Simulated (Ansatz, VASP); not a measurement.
## Re: VASP beside Ansatz

```
CELL_PARAMETERS angstrom
2.74397 0.00000 0.00000
-1.37198 2.37634 0.00000
0.00000 0.00000 23.96176
ATOMIC_POSITIONS crystal
Re 0.66667 0.33333 0.31300
Re 0.33333 0.66667 0.40650
Re 0.00000 0.00000 0.50000
Re 0.66667 0.33333 0.59350
Re 0.33333 0.66667 0.68700
```

Alike in both runs: task single point; functional PBEsol; k mesh 15 × 15 × 1; occupations gaussian, width 0.1 eV; no spin polarisation.

|  | VASP | Ansatz |
| --- | --- | --- |
| version | VASP 6.6.1 | Ansatz 0.2.0 |
| potentials or method | VASP PAW PBE potentials, release 64 (Re), cutoff 520 eV | scalar-relativistic, plane waves, PAW |
| valence electrons in the cell | 35 | 75 |

|  | VASP | Ansatz | Ansatz less VASP |
| --- | --- | --- | --- |
| gap on the k mesh at the Fermi level (eV) | none | none | - |
| rms of the force components (eV/Å) | 0.680 | 0.668 | -0.0114 |

VASP's potentials were made for PBE, not for PBEsol. Atom by atom the forces differ by 0.011 eV/Å (rms over components). A gap of «none» marks a metal or a gap that the smearing closes. VASP's potentials hold 35 valence electrons a cell and Ansatz's 75, so a difference there can come from the potentials and not from the codes.

Neither program's run includes spin-orbit coupling.
